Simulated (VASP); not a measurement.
# CuO (C2/c) in VASP: notebook, part 2 of 2

VASP 6.6.1. The steps go on from the part before.

## 3. Single point, r2SCAN+U

The input, POSCAR:

```
CuO
1.0
    2.3418500000     -1.7113000000      0.0000000000
    2.3418500000      1.7113000000      0.0000000000
   -0.8500274268      0.0000000000      5.0578693947
Cu O
2 2
Direct
    0.5000000000      0.0000000000      0.5000000000
    0.0000000000      0.5000000000      0.0000000000
    0.4184000000      0.5816000000      0.7500000000
    0.5816000000      0.4184000000      0.2500000000
```

The input, INCAR.step1:

```
ALGO = Normal ; EDIFF = 1E-4
ENCUT = 520 ; GGA = PE
ISMEAR = -1 ; LASPH = T
LCHARG = F ; LDAU = T
LDAUJ = 0 0 ; LDAUL = 2 -1
LDAUTYPE = 2 ; LDAUU = 4.5 0
LMAXMIX = 4 ; LREAL = F
LWAVE = T ; NBANDS = 25
NELM = 150 ; PREC = Accurate
SIGMA = 0.05
```

The input, INCAR.step2:

```
ALGO = Normal ; EDIFF = 1E-7
ENCUT = 520 ; ISIF = 2
ISMEAR = -1 ; ISTART = 1
LASPH = T ; LCHARG = T
LDAU = T ; LDAUJ = 0 0
LDAUL = 2 -1 ; LDAUPRINT = 1
LDAUTYPE = 2 ; LDAUU = 4.5 0
LELF = T ; LMAXMIX = 4
LMIXTAU = T ; LREAL = F
LVHAR = T ; LWAVE = F
METAGGA = R2SCAN ; NBANDS = 25
NELM = 150 ; PREC = Accurate
SIGMA = 0.05
```

The input, KPOINTS:

```
k-points
0
Gamma
  10 10 5
```

Potentials or basis: VASP PAW PBE potentials, release 64 (Cu, O).

Run with:

```
$ cat potpaw_PBE.64/Cu/POTCAR potpaw_PBE.64/O/POTCAR > POTCAR
$ cp INCAR.step1 INCAR
$ mpirun -np 1 vasp_std > vasp.out
$ cp INCAR.step2 INCAR
$ mpirun -np 1 vasp_std > vasp.out
```

OUTCAR:

```text
EDIFF = 1E-7
   ENCUT = 520
   ISIF = 2
   ISMEAR = -1
   ISTART = 1
   LASPH = T
   LREAL = F
   METAGGA = R2SCAN
   NELM = 150
   PREC = Accurate

 ion  position               nearest neighbor table
   1  0.500  0.000  0.500-   3 1.95   4 1.95   4 1.96   3 1.96
   2  0.000  0.500  0.000-   4 1.95   3 1.95   4 1.96   3 1.96
   3  0.418  0.582  0.750-   2 1.95   1 1.95   2 1.96   1 1.96
   4  0.582  0.418  0.250-   1 1.95   2 1.95   2 1.96   1 1.96

  LATTYP: Found a base centered monoclinic cell.
 ALAT       =     4.6837000000
 B/A-ratio  =     0.7307470589
 C/A-ratio  =     1.0950317057
 COS(beta)  =    -0.1657361228

  Lattice vectors:

 A1 = (   2.3418500000,  -1.7113000000,   0.0000000000)
 A2 = (   2.3418500000,   1.7113000000,   0.0000000000)
 A3 = (  -0.8500274268,   0.0000000000,   5.0578693947)

Analysis of symmetry for initial positions (statically):
=====================================================================
 Subroutine PRICEL returns:
 Original cell was already a primitive cell.

 Routine SETGRP: Setting up the symmetry group for a
 base centered monoclinic supercell.

 Subroutine GETGRP returns: Found  4 space group operations
 (whereof  2 operations were pure point group operations)
 out of a pool of  4 trial point group operations.

The static configuration has the point symmetry S_2 .
 The point group associated with its full space group is C_2h.

Analysis of symmetry for dynamics (positions and initial velocities):
=====================================================================
 Subroutine PRICEL returns:
 Original cell was already a primitive cell.

 Routine SETGRP: Setting up the symmetry group for a
 base centered monoclinic supercell.

 Subroutine GETGRP returns: Found  4 space group operations
 (whereof  2 operations were pure point group operations)
 out of a pool of  4 trial point group operations.

The dynamic configuration has the point symmetry S_2 .
 The point group associated with its full space group is C_2h.

 Subroutine INISYM returns: Found  4 space group operations
 (whereof  2 operations are pure point group operations),
 and found     1 'primitive' translations

----------------------------------------------------------------------------------------

                                     Primitive cell

  volume of cell :      40.5399

  direct lattice vectors                    reciprocal lattice vectors
[... 157 lines left out ...]
  o =  0.9520  v =  0.8703  0.1531  0.4260 -0.1795  0.0739  0.0000  0.0000  0.0000  0.0000  0.0000      0.0000  0.0000  0.0000  0.0000  0.0000  0.0000  0.0000  0.0000  0.0000  0.0000
  o =  0.9520  v =  0.0000  0.0000  0.0000  0.0000  0.0000  0.8703  0.1531  0.4260 -0.1795  0.0739      0.0000  0.0000  0.0000  0.0000  0.0000  0.0000  0.0000  0.0000  0.0000  0.0000
  o =  0.9674  v = -0.0200 -0.3553  0.2487  0.4991  0.7500  0.0000  0.0000  0.0000  0.0000  0.0000      0.0000  0.0000  0.0000  0.0000  0.0000  0.0000  0.0000  0.0000  0.0000  0.0000
  o =  0.9674  v =  0.0000  0.0000  0.0000  0.0000  0.0000 -0.0200 -0.3553  0.2487  0.4991  0.7500      0.0000  0.0000  0.0000  0.0000  0.0000  0.0000  0.0000  0.0000  0.0000  0.0000
  o =  0.9696  v =  0.0000  0.0000  0.0000  0.0000  0.0000 -0.1151  0.6786 -0.2456 -0.3117  0.6073      0.0000  0.0000  0.0000  0.0000  0.0000  0.0000  0.0000  0.0000  0.0000  0.0000
  o =  0.9696  v = -0.1151  0.6786 -0.2456 -0.3117  0.6073  0.0000  0.0000  0.0000  0.0000  0.0000      0.0000  0.0000  0.0000  0.0000  0.0000  0.0000  0.0000  0.0000  0.0000  0.0000
  o =  0.9778  v =  0.0000  0.0000  0.0000  0.0000  0.0000 -0.4735  0.2172  0.8343 -0.1624 -0.0784      0.0000  0.0000  0.0000  0.0000  0.0000  0.0000  0.0000  0.0000  0.0000  0.0000
  o =  0.9778  v = -0.4735  0.2172  0.8343 -0.1624 -0.0784  0.0000  0.0000  0.0000  0.0000  0.0000      0.0000  0.0000  0.0000  0.0000  0.0000  0.0000  0.0000  0.0000  0.0000  0.0000

atom =   2  type =  1  l = 2

 onsite density matrix

spin component  1

  0.9572 -0.0110  0.0099  0.0069 -0.0024
 -0.0110  0.9035  0.0011  0.0862 -0.0271
  0.0099  0.0011  0.9719 -0.0022 -0.0008
  0.0069  0.0862 -0.0022  0.8544  0.0349
 -0.0024 -0.0271 -0.0008  0.0349  0.9574

spin component  2

  0.9572 -0.0110  0.0099  0.0069 -0.0024
 -0.0110  0.9035  0.0011  0.0862 -0.0271
  0.0099  0.0011  0.9719 -0.0022 -0.0008
  0.0069  0.0862 -0.0022  0.8544  0.0349
 -0.0024 -0.0271 -0.0008  0.0349  0.9574

 occupancies and eigenvectors

  o =  0.7775  v =  0.0693  0.5854 -0.0146 -0.7715  0.2391  0.0000  0.0000  0.0000  0.0000  0.0000      0.0000  0.0000  0.0000  0.0000  0.0000  0.0000  0.0000  0.0000  0.0000  0.0000
  o =  0.7775  v =  0.0000  0.0000  0.0000  0.0000  0.0000  0.0693  0.5854 -0.0146 -0.7715  0.2391      0.0000  0.0000  0.0000  0.0000  0.0000  0.0000  0.0000  0.0000  0.0000  0.0000
  o =  0.9520  v =  0.8703  0.1531 -0.4260  0.1795 -0.0739  0.0000  0.0000  0.0000  0.0000  0.0000      0.0000  0.0000  0.0000  0.0000  0.0000  0.0000  0.0000  0.0000  0.0000  0.0000
  o =  0.9520  v =  0.0000  0.0000  0.0000  0.0000  0.0000  0.8703  0.1531 -0.4260  0.1795 -0.0739      0.0000  0.0000  0.0000  0.0000  0.0000  0.0000  0.0000  0.0000  0.0000  0.0000
  o =  0.9674  v =  0.0200  0.3553  0.2487  0.4991  0.7500  0.0000  0.0000  0.0000  0.0000  0.0000      0.0000  0.0000  0.0000  0.0000  0.0000  0.0000  0.0000  0.0000  0.0000  0.0000
  o =  0.9674  v =  0.0000  0.0000  0.0000  0.0000  0.0000  0.0200  0.3553  0.2487  0.4991  0.7500      0.0000  0.0000  0.0000  0.0000  0.0000  0.0000  0.0000  0.0000  0.0000  0.0000
  o =  0.9696  v =  0.0000  0.0000  0.0000  0.0000  0.0000  0.1151 -0.6786 -0.2456 -0.3117  0.6073      0.0000  0.0000  0.0000  0.0000  0.0000  0.0000  0.0000  0.0000  0.0000  0.0000
  o =  0.9696  v =  0.1151 -0.6786 -0.2456 -0.3117  0.6073  0.0000  0.0000  0.0000  0.0000  0.0000      0.0000  0.0000  0.0000  0.0000  0.0000  0.0000  0.0000  0.0000  0.0000  0.0000
  o =  0.9778  v =  0.0000  0.0000  0.0000  0.0000  0.0000 -0.4735  0.2172 -0.8343  0.1624  0.0784      0.0000  0.0000  0.0000  0.0000  0.0000  0.0000  0.0000  0.0000  0.0000  0.0000
  o =  0.9778  v = -0.4735  0.2172 -0.8343  0.1624  0.0784  0.0000  0.0000  0.0000  0.0000  0.0000      0.0000  0.0000  0.0000  0.0000  0.0000  0.0000  0.0000  0.0000  0.0000  0.0000

 number of electron      34.0000001 magnetization

 Free energy of the ion-electron system (eV)
  ---------------------------------------------------
  ext. energy  EPLUGINS =         0.00000000
  ---------------------------------------------------
  free energy    TOTEN  =       -33.44821186 eV

  energy without entropy =      -33.43126153  energy(sigma->0) =      -33.43973670

 E-fermi :   5.0851     XC(G=0): -12.5621

 val. band max:        5.0724258976   @ k =  -0.2000   0.3000   0.4000
 cond. band min:       5.0889821409   @ k =   0.2000   0.2000   0.4000
 fundamental gap:      0.0165562433
 Fermi energy:         5.0850597046

 k-point     1 :       0.0000    0.0000    0.0000
  band No.  band energies     occupation
      1     -15.6949      2.00000
      2     -14.4061      2.00000
      3      -3.2038      2.00000
      4      -0.7621      2.00000
      5      -0.4751      2.00000
      6       0.7083      2.00000
[... 661 lines left out ...]
     24      19.6292      0.00000
     25      20.5430      0.00000

 [... further k-points ...]

------------------------ aborting loop because EDIFF is reached ----------------------------------------

  FORCE on cell =-STRESS in cart. coord.  units (eV):
  Direction    XX          YY          ZZ          XY          YZ          ZX
  --------------------------------------------------------------------------------------
  -------------------------------------------------------------------------------------
  Total       -0.9575089     -0.5733930     -1.2882949      0.0000000      0.0000000     -0.0326475
  in kB      -37.8416952    -22.6610567    -50.9146806      0.0000000      0.0000000     -1.2902633
  external PRESSURE =     -37.1391442 kB  Pullay stress =       0.0000000 kB

 VOLUME and BASIS-vectors are now :
 -----------------------------------------------------------------------------
  energy-cutoff  :      520.00
  volume of cell :       40.54
      direct lattice vectors                 reciprocal lattice vectors
     2.341850000 -1.711300000  0.000000000     0.213506416 -0.292175539  0.035881968
     2.341850000  1.711300000  0.000000000     0.213506416  0.292175539  0.035881968
    -0.850027427  0.000000000  5.057869395     0.000000000  0.000000000  0.197711709

 POSITION                                       TOTAL-FORCE (eV/Angst)
 -----------------------------------------------------------------------------------
      0.74591     -0.85565      2.52893         0.000000      0.000000      0.000000
      1.17092      0.85565      0.00000         0.000000      0.000000      0.000000
      1.70433      0.27928      3.79340         0.000000     -0.192116     -0.000000
      2.12934     -0.27928      1.26447        -0.000000      0.192116      0.000000
 -----------------------------------------------------------------------------------
    total drift:                                0.000000      0.000000     -0.000000

  FREE ENERGIE OF THE ION-ELECTRON SYSTEM (eV)
  ---------------------------------------------------
  free  energy   TOTEN  =       -33.4482118641 eV

  energy  without entropy=      -33.4312615348  energy(sigma->0) =      -33.43973670
```

It took 6 min on 1 thread of AMD EPYC 9R45 (Zen 5), shared host; peak memory 0.22 GiB.

What came out:

| Property | Result |
| --- | --- |
| Free energy | -33.4482 eV |
| Pressure | -3.7 GPa |
| Largest force | 0.192 eV/Å |
| Band gap on the k mesh | zero (bands 17 and 18 overlap by 0.61 eV) |

Forces in eV/Å, atoms in the order of the input:
```
Cu   0.000  0.000  0.000
Cu   0.000  0.000  0.000
O    0.000 -0.192  0.000
O    0.000  0.192  0.000
```

Stress tensor (GPa, compression positive):
```
-3.78  0.00 -0.13
 0.00 -2.27  0.00
-0.13  0.00 -5.09
```

Levels at points of the mesh, in eV from the Fermi level:
| k point | band 13 | band 14 | band 15 | band 16 | band 17 | band 18 | band 19 | band 20 | band 21 | band 22 |
| --- | --- | --- | --- | --- | --- | --- | --- | --- | --- | --- |
| (0.00, 0.00, 0.00) | -3.03 | -2.98 | -2.65 | -2.54 | 0.20 | 1.00 | 2.28 | 7.01 | 8.98 | 14.58 |
| (0.50, 0.00, 0.00) | -3.17 | -2.51 | -2.27 | -1.98 | 0.08 | 0.33 | 5.78 | 7.33 | 7.79 | 12.15 |
| (0.50, 0.50, 0.00) | -3.37 | -3.24 | -2.12 | -2.03 | -1.06 | 1.16 | 4.25 | 8.03 | 9.55 | 11.11 |

Eigenvalues of the final occupation matrices:
| site | spin | trace | eigenvalues |
| --- | --- | --- | --- |
| site 1 d | 1 | 4.64 | 0.78 0.95 0.97 0.97 0.98 |
| site 1 d | 2 | 4.64 | 0.78 0.95 0.97 0.97 0.98 |
| site 2 d | 1 | 4.64 | 0.78 0.95 0.97 0.97 0.98 |
| site 2 d | 2 | 4.64 | 0.78 0.95 0.97 0.97 0.98 |

Caveat: the cell stands under tension; the PAW data sets were made with another functional, which shifts forces and pressure a little; U without spin polarisation on a metal has little footing.

The gap in the log of VASP goes by the Fermi energy; the results here count the filled bands.